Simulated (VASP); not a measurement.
CO2: single point with PBE

The system is CO2.

```
C O
1.0
     2.56482   -2.33209    0.00000
     2.56482    2.33209    0.00000
     0.00000    0.00000    6.52084
C O
2 4
Direct
  0.00000 0.00000 0.00000
  0.50000 0.50000 0.50000
  0.80404 0.19596 0.89713
  0.19596 0.80404 0.10287
  0.69596 0.30404 0.39713
  0.30404 0.69596 0.60287
```

This cell differs from its parent crystal: strained.

```yaml
Program: VASP 6.6.1
Task: single point
Functional: PBE
Potentials_or_basis: VASP PAW PBE potentials, release 64 (C, O)
Cutoff: 520 eV
k_mesh: 6 × 6 × 4
Occupations: gaussian, width 0.02 eV
Spin: no spin polarisation
Dipole_correction: no
Further_INCAR_settings: ALGO = Normal; EDIFF = 1e-06; NBANDS = 25
```

The pressure is 17.4 GPa, the largest force is 4.761 eV/Å and the band gap on the k mesh is 6.98 eV (least direct gap 7.65 eV).

Forces on the atoms (eV/Å):
```
C    0.000  0.000  0.000
C    0.000  0.000  0.000
O    0.000  3.815 -2.849
O    0.000 -3.815  2.849
O    0.000 -3.815 -2.849
O    0.000  3.815  2.849
```

Stress tensor (GPa, compression positive):
```
 3.17  0.00  0.00
 0.00 31.24  0.00
 0.00  0.00 17.71
```

Levels at points of the mesh, in eV from the valence-band top:
```tsv
k point	band 14	band 15	band 16	band 17	band 18	band 19
(0.00, 0.00, 0.00)	-0.99	-0.75	-0.67	6.98	7.53	8.24
(0.50, 0.00, 0.00)	-0.80	-0.30	-0.30	8.04	8.04	9.19
(0.50, 0.50, 0.00)	-0.64	-0.41	0.00	8.32	9.51	9.66
(0.00, 0.00, 0.50)	-0.92	-0.81	-0.81	7.88	7.88	8.04
(0.50, 0.00, 0.50)	-0.87	-0.26	-0.26	8.12	8.12	9.25
(0.50, 0.50, 0.50)	-0.76	-0.30	-0.30	8.94	8.94	9.58
```

Wall time 93 s on 1 thread of Intel Xeon 8259CL, with other jobs on the host, peak memory 0.21 GiB.

Caveat: the cell differs from its parent crystal (strained); the stress differs along the axes, from 3 to 31 GPa; this functional lacks dispersion, which holds the molecules together, so the pressure and a relaxed volume are unreliable; forces of over 1 eV/Å act on the atoms, so gaps and moduli don't describe the material at rest. A k mesh can miss the band edges.
